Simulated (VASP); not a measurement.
Set up this calculation in VASP 6.6.1, as the native input.

| Quantity | Value |
| --- | --- |
| Task | single point |
| Functional | BLYP |
| Potentials or basis | VASP PAW PBE potentials, release 64 (Mg, Sn_d, N) |
| Cutoff | 520 eV |
| k mesh | 5 × 5 × 2 |
| Occupations | gaussian, width 0.1 eV |
| Spin | no spin polarisation |
| Dipole correction | no |
| Further INCAR settings | ALGO = Normal; EDIFF = 1e-06; NBANDS = 28 |

The structure of MgSn2N2 lies in POSCAR:

```
MgSn2N2
1.0
    3.3605490000      0.0000000000      0.0000000000
    0.0000000000      3.3605490000      0.0000000000
    0.0000000000      0.0000000000      8.1883940000
Mg Sn N
1 2 2
Direct
    0.5000000000      0.5000000000      0.0000000000
    0.0000000000      0.0000000000      0.6921370000
    0.0000000000      0.0000000000      0.3078630000
    0.0000000000      0.5000000000      0.1526980000
    0.5000000000      0.0000000000      0.8473020000
```

These files were run (other wordings do the same):

INCAR

```
SYSTEM = MgSn2N2
PREC = Accurate ; ENCUT = 520
EDIFF = 1E-6 ; ISMEAR = 0
SIGMA = 0.1 ; LREAL = .False.
LASPH = .True. ; NELM = 100
ALGO = Normal ; ISIF = 2
LWAVE = .False. ; LCHARG = .True.
GGA = B5 ; ALDAX = 1.0
AGGAX = 1.0 ; AGGAC = 1.0
ALDAC = 0.0 ; LELF = .True.
LVHAR = .True. ; NBANDS = 28
```

KPOINTS

```
Automatic mesh
0
Gamma
  5 5 2
  0 0 0
```

Potentials or basis: VASP PAW PBE potentials, release 64 (Mg, Sn_d, N).

Run with:

```console
$ cat potpaw_PBE.64/Mg/POTCAR potpaw_PBE.64/Sn_d/POTCAR potpaw_PBE.64/N/POTCAR > POTCAR
$ mpirun -np 1 vasp_std > vasp.out
```

Results of the run:

```json
{
  "Pressure": "3.6 GPa",
  "Largest force": "0.400 eV/Å",
  "Band gap on the k mesh": "zero (band 20 reaches 5.95 eV, above the bottom of band 21 at 5.49 eV)"
}
```

Caveat: the k points lie up to 0.38 Å⁻¹ apart; the PAW data sets were made with another functional, which shifts forces and pressure a little; spin-orbit coupling is left out, which moves the levels of the heavy elements.

It took 110 s on 1 thread of Intel Xeon 6975P-C, on a shared host, peak memory 0.22 GiB.
